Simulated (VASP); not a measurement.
# Au (I4/mmm) in VASP: a series of runs

The runs below take Au through single point, with r2SCAN.

All numbers are computed with VASP 6.6.1; they aren't measurements. Logs are shortened: lines on timing, memory, paths and dates and some standing lists are left out, and cuts for length are marked.

## Step 1: The cell of the first run

Symmetry: I4/mmm, No. 139, tetragonal system. The conventional cell has a = 2.893 Å, b = 2.893 Å, c = 3.968 Å, α = 90.00°, β = 90.00°, γ = 90.00°. Within 3.8 Å of Au (site symmetry 4/mmm) lie 12 Au at 2.85 to 2.89 Å.

## Step 2: Single point, r2SCAN (strain +0.000 along x and y, -0.030 along z)

Input file POSCAR:

```
Au
1.0
    0.0000000000      2.0455000000      1.9841350000
    2.0455000000      0.0000000000      1.9841350000
    2.0455000000      2.0455000000      0.0000000000
Au
1
Direct
    0.0000000000      0.0000000000      0.0000000000
```

Input file INCAR.step1:

```
SYSTEM = Au
  PREC = Accurate
  ENCUT = 520
  ISMEAR = 1
  SIGMA = 0.4
  LREAL = .FALSE.
  LASPH = .TRUE.
  NELM = 60
  NBANDS = 12
  GGA = PE
  ALGO = Normal
  EDIFF = 1E-4
  LWAVE = .TRUE.
  LCHARG = .FALSE.
```

Input file INCAR.step2:

```
SYSTEM = Au
  PREC = Accurate
  ENCUT = 520
  EDIFF = 1E-6
  ISMEAR = 1
  SIGMA = 0.4
  LREAL = .FALSE.
  LASPH = .TRUE.
  NELM = 60
  ALGO = Normal
  ISIF = 2
  LWAVE = .FALSE.
  LCHARG = .FALSE.
  METAGGA = R2SCAN
  LMIXTAU = .TRUE.
  NBANDS = 12
  ISTART = 1
```

Input file KPOINTS:

```
regular mesh
0
G
  20 20 20
  0 0 0
```

Potentials or basis: VASP PAW PBE potentials, release 64 (Au).

Launch:

```console
> cat potpaw_PBE.64/Au/POTCAR > POTCAR
> cp INCAR.step1 INCAR
> mpirun -np 1 vasp_std > vasp.out
> cp INCAR.step2 INCAR
> mpirun -np 1 vasp_std > vasp.out
```

OUTCAR:

```text
SYSTEM = Au
   PREC = Accurate
   ENCUT = 520
   EDIFF = 1E-6
   ISMEAR = 1
   LREAL = .FALSE.
   LASPH = .TRUE.
   NELM = 60
   ISIF = 2
   METAGGA = R2SCAN
   ISTART = 1

 ion  position               nearest neighbor table
   1  0.000  0.000  0.000-

  LATTYP: Found a body centered tetragonal cell.
 ALAT       =     2.8927738418
 C/A-ratio  =     1.3717871555

  Lattice vectors:

 A1 = (   0.0000000000,  -2.0455000000,  -1.9841350000)
 A2 = (   0.0000000000,   2.0455000000,  -1.9841350000)
 A3 = (   2.0455000000,   0.0000000000,   1.9841350000)

Analysis of symmetry for initial positions (statically):
=====================================================================
 Subroutine PRICEL returns:
 Original cell was already a primitive cell.

 Routine SETGRP: Setting up the symmetry group for a
 body centered tetragonal supercell.

 Subroutine GETGRP returns: Found 16 space group operations
 (whereof 16 operations were pure point group operations)
 out of a pool of 16 trial point group operations.

The static configuration has the point symmetry D_4h.

Analysis of symmetry for dynamics (positions and initial velocities):
=====================================================================
 Subroutine PRICEL returns:
 Original cell was already a primitive cell.

 Routine SETGRP: Setting up the symmetry group for a
 body centered tetragonal supercell.

 Subroutine GETGRP returns: Found 16 space group operations
 (whereof 16 operations were pure point group operations)
 out of a pool of 16 trial point group operations.

The dynamic configuration has the point symmetry D_4h.

 Subroutine INISYM returns: Found 16 space group operations
 (whereof 16 operations are pure point group operations),
 and found     1 'primitive' translations

----------------------------------------------------------------------------------------

                                     Primitive cell

  volume of cell :      16.6035

  direct lattice vectors                    reciprocal lattice vectors
     0.000000000  2.045500000  1.984135000    -0.244439012  0.244439012  0.251998982
     2.045500000  0.000000000  1.984135000     0.244439012 -0.244439012  0.251998982
     2.045500000  2.045500000  0.000000000     0.244439012  0.244439012 -0.251998982

  length of vectors
     2.849712608  2.849712608  2.892773842     0.427790075  0.427790075  0.427790075

  position of ions in fractional coordinates (direct lattice)
     0.000000000  0.000000000  0.000000000

  ion indices of the primitive-cell ions
   primitive index   ion index
                 1           1

----------------------------------------------------------------------------------------

 KPOINTS: regular mesh

Automatic generation of k-mesh.
 Grid dimensions read from file:
 generate k-points for:   20   20   20

 Generating k-lattice:

  Cartesian coordinates                     Fractional coordinates (reciprocal lattice)
    -0.012221951  0.012221951  0.012599949     0.050000000  0.000000000  0.000000000
     0.012221951 -0.012221951  0.012599949     0.000000000  0.050000000  0.000000000
     0.012221951  0.012221951 -0.012599949     0.000000000  0.000000000  0.050000000

  Length of vectors
     0.021389504  0.021389504  0.021389504

  Shift w.r.t. Gamma in fractional coordinates (k-lattice)
     0.000000000  0.000000000  0.000000000

 Subroutine IBZKPT returns following result:
 ===========================================

 Found    641 irreducible k-points:

 Following reciprocal coordinates:
            Coordinates               Weight
  0.000000  0.000000  0.000000      1.000000
  0.050000 -0.000000  0.000000      8.000000
  0.100000  0.000000  0.000000      8.000000
  0.150000  0.000000  0.000000      8.000000
  0.200000  0.000000  0.000000      8.000000
  0.250000  0.000000  0.000000      8.000000
[... 16 lines left out ...]
 -0.400000  0.050000  0.000000      8.000000
 -0.350000  0.050000  0.000000      8.000000
 [... further k-points ...]
   k-points           NKPTS =    641   k-points in BZ     NKDIM =    641   number of bands    NBANDS=     12
   number of dos      NEDOS =    301   number of ions     NIONS =      1
   total plane-waves  NPLWV =  13824
   dimension x,y,z NGX =    24 NGY =   24 NGZ =   24
   dimension x,y,z NGXF=    48 NGYF=   48 NGZF=   48
   ions per type =               1
   NGX,Y,Z   is equivalent  to a cutoff of  14.00, 14.00, 13.79 a.u.
   NGXF,Y,Z  is equivalent  to a cutoff of  28.00, 28.00, 27.59 a.u.
 SYSTEM =  Au
   PREC   = accura    normal or accurate (medium, high low for compatibility)
   ISTART =      1    job   : 0-new  1-cont  2-samecut
   ICHARG =      0    charge: 1-file 2-atom 10-const
   ISPIN  =      1    spin polarized calculation?
   LNONCOLLINEAR =      F non collinear calculations
   LSORBIT =      F    spin-orbit coupling
   LASPH  =      T    aspherical Exc in radial PAW
   ENCUT  =  520.0 eV  38.22 Ry    6.18 a.u.   5.30  5.30  5.38*2*pi/ulx,y,z
   NELM   =     60;   NELMIN=  2; NELMDL=  0     # of ELM steps
   EDIFF  = 0.1E-05   stopping-criterion for ELM
   LREAL  =      F    real-space projection
   EDIFFG = 0.1E-04   stopping-criterion for IOM
   NSW    =      0    number of steps for IOM
   IBRION =     -1    ionic relax: 0-MD 1-quasi-New 2-CG
   NFREE  =      0    steps in history (QN), initial steepest desc. (CG)
   ISIF   =      2    stress and relaxation
   ISYM   =      2    0-nonsym 1-usesym 2-fastsym
   POTIM  = 0.5000    time-step for ionic-motion
   TEBEG  =    0.0;   TEEND  =   0.0 temperature during run
   PSTRESS=    0.0 pullay stress
   NELECT =      11.0000    total number of electrons
   NUPDOWN=      -1.0000    fix difference up-down
   EMIN   =  10.00;   EMAX   =-10.00  energy-range for DOS
   EFERMI =   0.00;   METHOD = LEGACY
   ISMEAR =     1;   SIGMA  =   0.40  broadening in eV -4-tet -1-fermi 0-gaus
   EFERMI_NEDOS =   21; number of points for ismear=-14 and -15
   IALGO  =     38    algorithm
   IMIX   =      4    mixing-type and parameters
     AMIX     =   0.40;   BMIX     =  1.00
     AMIX_MAG =   1.60;   BMIX_MAG =  1.00
  volume/ion in A,a.u.               =      16.60       112.05
  Fermi-wavevector in a.u.,A,eV,Ry     =   1.427159  2.696939 27.712109  2.036783
  Thomas-Fermi vector in A             =   2.547358
   LORBIT       =      0    0 simple, 1 ext, 2 COOP (PROOUT), +10 PAW based schemes
   METAGGA = R2SCAN    functional components
   LHFCALC =     F    Hartree Fock is set to
   AEXX    =    0.0000 exact exchange contribution
   IVDW    =     0    specifies the selected vdW correction
   LEPSILON=     F    determine dielectric tensor
   LRPA    =     F    only Hartree local field effects (RPA)
 non-spin polarized calculation
 Methfessel and Paxton  Order N= 1 SIGMA  =   0.40
  energy-cutoff  :      520.00
  volume of cell :       16.60
 maximum number of plane-waves:       463
 NGX is ok and might be reduce to    24
   NGX = 11   NGY = 11   NGZ = 11

 number of electron      10.9999999 magnetization

 Free energy of the ion-electron system (eV)
  ---------------------------------------------------
  ext. energy  EPLUGINS =         0.00000000
  ---------------------------------------------------
  free energy    TOTEN  =       -50.56513943 eV

  energy without entropy =      -50.56544386  energy(sigma->0) =      -50.56524090

 E-fermi :   9.7938     XC(G=0): -13.8161

 val. band max:        9.7910891222   @ k =  -0.1500   0.3500   0.2500
 cond. band min:       9.7951259547   @ k =   0.5000   0.1500   0.0500
 fundamental gap:      0.0040368325
 Fermi energy:         9.7938438617

 k-point     1 :       0.0000    0.0000    0.0000
  band No.  band energies     occupation
      1      -0.6213      2.00000
      2       4.5785      2.00000
      3       4.5785      2.00000
      4       4.8603      2.00000
      5       6.1170      2.00000
      6       6.4247      2.00000
      7      25.0610      0.00000
      8      29.1239      0.00000
      9      29.1239      0.00000
     10      29.6877      0.00000
     11      34.7045      0.00000
     12      39.0145      0.00000

 k-point     2 :       0.0500   -0.0000    0.0000
  band No.  band energies     occupation
      1      -0.5282      2.00000
      2       4.5690      2.00000
      3       4.6114      2.00000
      4       4.8712      2.00000
      5       6.1054      2.00000
      6       6.4064      2.00000
      7      25.1736      0.00000
      8      28.6619      0.00000
      9      29.2369      0.00000
     10      29.6589      0.00000
     11      35.2396      0.00000
     12      38.0057      0.00000

 k-point     3 :       0.1000    0.0000    0.0000
  band No.  band energies     occupation
      1      -0.2550      2.00000
      2       4.5228      2.00000
      3       4.6985      2.00000
      4       4.9249      2.00000
      5       6.0835      2.00000
      6       6.3621      2.00000
      7      25.4559      0.00000
      8      27.3838      0.00000
      9      29.5622      0.00000
     10      29.9313      0.00000
     11      35.2494      0.00000
     12      37.4342      0.00000
[... 286 lines left out ...]
 k-point    23 :      -0.4000    0.0500    0.0000
  band No.  band energies     occupation
      1       1.9901      2.00000
      2       4.5861      2.00000
      3       4.7741      2.00000
      4       6.7536      2.00000
      5       7.3354      2.00000
      6       8.1310      2.00000
      7      15.0217     -0.00000
      8      24.8748      0.00000
      9      27.9066      0.00000
     10      28.3603      0.00000
     11      35.3686      0.00000
     12      35.5449      0.00000

 k-point    24 :      -0.3500    0.0500    0.0000
  band No.  band energies     occupation
      1       1.9613      2.00000
      2       4.6656      2.00000
      3       4.8618      2.00000
      4       5.9680      2.00000
      5       7.0114      2.00000
      6       7.5346      2.00000
      7      16.9368     -0.00000
      8      25.2459      0.00000
      9      28.2842      0.00000
     10      29.3837      0.00000
     11      34.3364      0.00000
     12      34.9192      0.00000

 [... further k-points ...]

------------------------ aborting loop because EDIFF is reached ----------------------------------------

  FORCE on cell =-STRESS in cart. coord.  units (eV):
  Direction    XX          YY          ZZ          XY          YZ          ZX
  --------------------------------------------------------------------------------------
  -------------------------------------------------------------------------------------
  Total        1.0413881      1.0413881      1.1421973      0.0000000      0.0000000      0.0000000
  in kB      100.4900339    100.4900339    110.2177485      0.0000000      0.0000000      0.0000000
  external PRESSURE =     103.7326054 kB  Pullay stress =       0.0000000 kB

 VOLUME and BASIS-vectors are now :
 -----------------------------------------------------------------------------
  energy-cutoff  :      520.00
  volume of cell :       16.60
      direct lattice vectors                 reciprocal lattice vectors
     0.000000000  2.045500000  1.984135000    -0.244439012  0.244439012  0.251998982
     2.045500000  0.000000000  1.984135000     0.244439012 -0.244439012  0.251998982
     2.045500000  2.045500000  0.000000000     0.244439012  0.244439012 -0.251998982

 POSITION                                       TOTAL-FORCE (eV/Angst)
 -----------------------------------------------------------------------------------
      0.00000      0.00000      0.00000        -0.000000      0.000000      0.000000
 -----------------------------------------------------------------------------------
    total drift:                               -0.000000      0.000000     -0.000000

  FREE ENERGIE OF THE ION-ELECTRON SYSTEM (eV)
  ---------------------------------------------------
  free  energy   TOTEN  =       -50.5651394263 eV

  energy  without entropy=      -50.5654438595  energy(sigma->0) =      -50.56524090
```

Wall time 2.4 min (1 thread of Intel Xeon 6975P-C (Granite Rapids), shared host); peak memory 0.26 GiB.

What came out:

* Free energy: -50.5651 eV
* Pressure: 10.4 GPa
* Band gap on the k mesh: zero (an odd number of electrons rules out a gap without spin polarisation)

Caveat: the cell differs from its parent crystal (strain +0.000 along x and y, -0.030 along z); the cell stands under pressure; so wide a smearing shifts energies and pressures; the PAW data sets were made with another functional, which shifts forces and pressure a little; spin-orbit coupling is left out, which moves the levels of the heavy elements.

## Step 3: Single point, r2SCAN (strain -0.015 along x and y, +0.000 along z)

Input file POSCAR:

```
Au
1.0
    0.0000000000      2.0148175000      2.0455000000
    2.0148175000      0.0000000000      2.0455000000
    2.0148175000      2.0148175000      0.0000000000
Au
1
Direct
    0.0000000000      0.0000000000      0.0000000000
```

Input file INCAR.step1:

```
PREC = Accurate ; ENCUT = 520
ISMEAR = 1 ; SIGMA = 0.4
LREAL = False ; LASPH = True
NELM = 60 ; NBANDS = 12
GGA = PE ; ALGO = Normal
EDIFF = 1E-4 ; LWAVE = True
LCHARG = False
```

Input file INCAR.step2:

```
PREC = Accurate ; ENCUT = 520
EDIFF = 1E-7 ; ISMEAR = 1
SIGMA = 0.4 ; LREAL = False
LASPH = True ; NELM = 60
ALGO = Normal ; ISIF = 2
LWAVE = False ; LCHARG = False
METAGGA = R2SCAN ; LMIXTAU = True
NBANDS = 12 ; ISTART = 1
```

Input file KPOINTS:

```
Automatic mesh
0
Gamma
  20 20 20
```

Potentials or basis: VASP PAW PBE potentials, release 64 (Au).

Launch:

```console
> cat potpaw_PBE.64/Au/POTCAR > POTCAR
> cp INCAR.step1 INCAR
> mpirun -np 1 vasp_std > vasp.out
> cp INCAR.step2 INCAR
> mpirun -np 1 vasp_std > vasp.out
```

Run time: 2.4 min. Hardware: 1 thread of Intel Xeon 6975P-C (Granite Rapids), shared host; peak memory 0.25 GiB.

Results (log left out):

```yaml
Free_energy: -50.5662 eV
Pressure: 10.3 GPa
Band_gap_on_the_k_mesh: zero (an odd number of electrons rules out a gap without spin polarisation)
```

Stress tensor (GPa, compression positive):
```
10.49  0.00  0.00
 0.00 10.49  0.00
 0.00  0.00  9.93
```

Levels at points of the mesh, in eV from the Fermi level:
```
           k point  band 3  band 4  band 5  band 6  band 7  band 8  band 9  band 10
(0.00, 0.00, 0.00)   -5.07   -5.07   -3.59   -3.43   15.26   19.34   19.61    19.61
(0.50, 0.00, 0.00)   -5.10   -2.24   -2.17   -0.95    3.31   14.75   17.96    18.30
(0.50, 0.50, 0.00)   -2.26   -1.85   -1.85    0.91    5.97   10.78   10.78    18.52
(0.50, 0.00, 0.50)   -2.27   -1.90   -1.78    1.18    6.34   10.48   10.51    18.28
```

Caveat: the cell differs from its parent crystal (strain -0.015 along x and y, +0.000 along z); the cell stands under pressure; so wide a smearing shifts energies and pressures; the PAW data sets were made with another functional, which shifts forces and pressure a little; spin-orbit coupling is left out, which moves the levels of the heavy elements.

## Step 4: Single point, r2SCAN (strain +0.000 along x and y, -0.015 along z)

Input file POSCAR:

```
Au
1.0
    0.0000000000      2.0455000000      2.0148175000
    2.0455000000      0.0000000000      2.0148175000
    2.0455000000      2.0455000000      0.0000000000
Au
1
Direct
    0.0000000000      0.0000000000      0.0000000000
```

Input file INCAR.step1:

```
ALGO = Normal
EDIFF = 1E-4
ENCUT = 520
GGA = PE
ISMEAR = 1
LASPH = True
LCHARG = False
LREAL = False
LWAVE = True
NBANDS = 12
NELM = 60
PREC = Accurate
SIGMA = 0.4
```

Input file INCAR.step2:

```
ALGO = Normal
EDIFF = 1E-7
ENCUT = 520
ISIF = 2
ISMEAR = 1
ISTART = 1
LASPH = True
LCHARG = False
LMIXTAU = True
LREAL = False
LWAVE = False
METAGGA = R2SCAN
NBANDS = 12
NELM = 60
PREC = Accurate
SIGMA = 0.4
```

Input file KPOINTS:

```
k-points
0
Gamma
  20 20 20
```

Launch:

```console
> cat potpaw_PBE.64/Au/POTCAR > POTCAR
> cp INCAR.step1 INCAR
> mpirun -np 1 vasp_std > vasp.out
> cp INCAR.step2 INCAR
> mpirun -np 1 vasp_std > vasp.out
```

Run time: 2.5 min. Hardware: 1 thread of Intel Xeon 6975P-C (Granite Rapids), shared host; peak memory 0.26 GiB.

It converged, with:

| Item | Value |
| --- | --- |
| Free energy | -50.5801 eV |
| Pressure | 7.2 GPa |
| Band gap on the k mesh | zero (an odd number of electrons rules out a gap without spin polarisation) |

Stress tensor (GPa, compression positive):
```
7.05 0.00 0.00
0.00 7.05 0.00
0.00 0.00 7.53
```

Levels at points of the mesh, in eV from the Fermi level:
| k point | band 2 | band 3 | band 4 | band 5 | band 6 | band 7 | band 8 | band 9 | band 10 | band 11 |
| --- | --- | --- | --- | --- | --- | --- | --- | --- | --- | --- |
| (0.00, 0.00, 0.00) | -5.07 | -5.07 | -4.93 | -3.54 | -3.39 | 15.29 | 19.37 | 19.37 | 19.63 | 24.78 |
| (0.50, 0.00, 0.00) | -5.14 | -5.01 | -2.22 | -2.15 | -0.87 | 3.22 | 14.77 | 17.83 | 18.19 | 25.93 |
| (0.50, 0.50, 0.00) | -7.17 | -2.25 | -1.83 | -1.83 | 1.32 | 6.34 | 10.36 | 10.36 | 18.02 | 20.56 |
| (0.50, 0.00, 0.50) | -7.18 | -2.25 | -1.90 | -1.79 | 1.05 | 5.97 | 10.63 | 10.66 | 18.27 | 20.81 |

Caveat: the cell differs from its parent crystal (strain +0.000 along x and y, -0.015 along z); the cell stands under pressure; so wide a smearing shifts energies and pressures; the PAW data sets were made with another functional, which shifts forces and pressure a little; spin-orbit coupling is left out, which moves the levels of the heavy elements.

## Step 5: The runs side by side

```csv
cell,gap on the mesh (eV),pressure (GPa)
"a = 2.850, b = 2.850, c = 2.893 Å, angles 59.5, 59.5, 61.0°, 1 atom",none,10.4
"a = 2.871, b = 2.871, c = 2.849 Å, angles 60.3, 60.3, 59.5°, 1 atom",none,10.3
"a = 2.871, b = 2.871, c = 2.893 Å, angles 59.8, 59.8, 60.5°, 1 atom",none,7.2
```

Alike in all rows: task single point; level r2SCAN; potentials or basis VASP PAW PBE potentials, release 64 (Au); no spin polarisation; k mesh 20 × 20 × 20; cutoff (eV) 520; smearing methfessel-paxton 0.4 eV.

Caveats: the cell stands under pressure; so wide a smearing shifts energies and pressures; the PAW data sets were made with another functional, which shifts forces and pressure a little; spin-orbit coupling is left out, which moves the levels of the heavy elements.

Absolute energies hang on the potentials; compare differences alone.
